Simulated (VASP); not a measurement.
Br:

```
Br
1.0
     0.00000    1.77176    1.77176
     1.77176    0.00000    1.77176
     1.77176    1.77176    0.00000
Br
1
Direct
  0.00000 0.00000 0.00000
```

```yaml
Program: VASP 6.6.1
Task: relaxation of cell and atoms
Functional: PBE
Potentials_or_basis: VASP PAW PBE potentials, release 64 (Br)
Cutoff: 600 eV
k_mesh: 16 × 16 × 16
Occupations: fermi-dirac, width 0.03 eV
Spin: no spin polarisation
```

At the start: pressure 204.3 GPa; volume 11.12 Å³/atom.

Task: Where does the relaxation end?

Result: Over 36 steps the energy falls by 4297.5 meV/atom and the volume is 26.26 Å³/atom (+136.1 %); space group Fm-3m (No. 225, to 0.05 Å).

Step by step:
| step | energy change (eV) | largest force (eV/Å) | pressure (GPa) | volume (Å³) |
| --- | --- | --- | --- | --- |
| 1 | 0.0000 | 0.0000 | 204.34 | 11.12 |
| 2 | -3.7773 | 0.0000 | -3.12 | 53.16 |
| 3 | -4.2957 | 0.0000 | 0.84 | 25.57 |
| 4 | -4.2883 | 0.0000 | -1.54 | 28.07 |
| 5 | -4.2975 | 0.0000 | -0.10 | 26.38 |
| 6 | -4.2972 | 0.0000 | 0.33 | 25.99 |
| 7 | -4.2972 | 0.0000 | 0.34 | 25.99 |
| 8 | -4.2972 | 0.0000 | 0.34 | 25.99 |
| 9 | -4.2972 | 0.0000 | 0.33 | 25.99 |
| 10 | -4.2972 | 0.0000 | 0.33 | 25.99 |
| 11 | -4.2972 | 0.0000 | 0.33 | 25.99 |
| 12 | -4.2972 | 0.0000 | 0.33 | 25.99 |
| 13 | -4.2972 | 0.0000 | 0.33 | 25.99 |
| 14 | -4.2972 | 0.0000 | 0.33 | 25.99 |
| 15 | -4.2972 | 0.0000 | 0.33 | 25.99 |
| 16 | -4.2972 | 0.0000 | 0.33 | 26.00 |
| 17 | -4.2972 | 0.0000 | 0.34 | 26.00 |
| 18 | -4.2972 | 0.0000 | 0.35 | 26.00 |
| 19 | -4.2972 | 0.0000 | 0.31 | 26.01 |
| 20 | -4.2973 | 0.0000 | 0.30 | 26.02 |
| 21 | -4.2973 | 0.0000 | 0.27 | 26.05 |
| 22 | -4.2974 | 0.0000 | 0.22 | 26.10 |
| 23 | -4.2975 | 0.0000 | 0.11 | 26.20 |
| 24 | -4.2975 | 0.0000 | -0.09 | 26.41 |
| 25 | -4.2975 | 0.0000 | -0.05 | 26.32 |
| 26 | -4.2975 | 0.0000 | 0.04 | 26.24 |
| 27 | -4.2975 | 0.0000 | 0.06 | 26.24 |
| 28 | -4.2975 | 0.0000 | 0.06 | 26.24 |
| 29 | -4.2975 | 0.0000 | 0.05 | 26.24 |
| 30 | -4.2975 | 0.0000 | 0.05 | 26.24 |
| 31 | -4.2975 | 0.0000 | 0.05 | 26.24 |
| 32 | -4.2975 | 0.0000 | 0.05 | 26.24 |
| 33 | -4.2975 | 0.0000 | 0.06 | 26.25 |
| 34 | -4.2975 | 0.0000 | 0.06 | 26.25 |
| 35 | -4.2975 | 0.0000 | 0.04 | 26.25 |
| 36 | -4.2975 | 0.0000 | 0.03 | 26.26 |

Final structure:
```
Br
1.0
     0.00000    2.35927    2.35927
     2.35927    0.00000    2.35927
     2.35927    2.35927    0.00000
Br
1
Direct
  0.00000 0.00000 0.00000
```

Caveat: the volume moved by over 15 % at a fixed basis, so the end points are rough; an odd number of electrons without spin polarisation forces a metal; a magnetic or distorted state may lie lower.
